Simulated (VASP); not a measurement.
Input of a VASP 6.6.1 run:

Contents of INCAR:

```
SYSTEM = CoO
PREC = Accurate
ENCUT = 520
EDIFF = 1E-6
ISMEAR = -1
SIGMA = 0.05
LREAL = .False.
LASPH = .True.
NELM = 150
ALGO = Normal
ISIF = 2
LWAVE = .False.
LCHARG = .True.
ISPIN = 2
MAGMOM = 2 0
LORBIT = 11
LMAXMIX = 4
LELF = .True.
LVHAR = .True.
NBANDS = 18
```

The input KPOINTS:

```
Automatic mesh
0
Gamma
  11 11 11
  0 0 0
```

File POSCAR:

```
CoO
1.0
    0.0000000000      2.0879877907      2.0879877907
    2.0879877907      0.0000000000      2.0879877907
    2.0879877907      2.0879877907      0.0000000000
Co O
1 1
Direct
    0.0000000000      0.0000000000      0.0000000000
    0.5000000000      0.5000000000      0.5000000000
```

Potentials or basis: VASP PAW LDA potentials, release 64 (Co, O).

The run is started by

```sh
$ cat potpaw_LDA.64/Co/POTCAR potpaw_LDA.64/O/POTCAR > POTCAR
$ mpirun -np 1 vasp_std > vasp.out
```

**Question.** Estimate the site moments.

**Answer.** Co +2.08; O +0.21 μB.

**Question.** Estimate the pressure.

**Answer.** -14.5 GPa.

**Question.** Predict the net moment.

**Answer.** 2.33 μB per cell.

Caveat: a cell with one magnetic atom can't hold antiferromagnetic order, which such compounds often take.
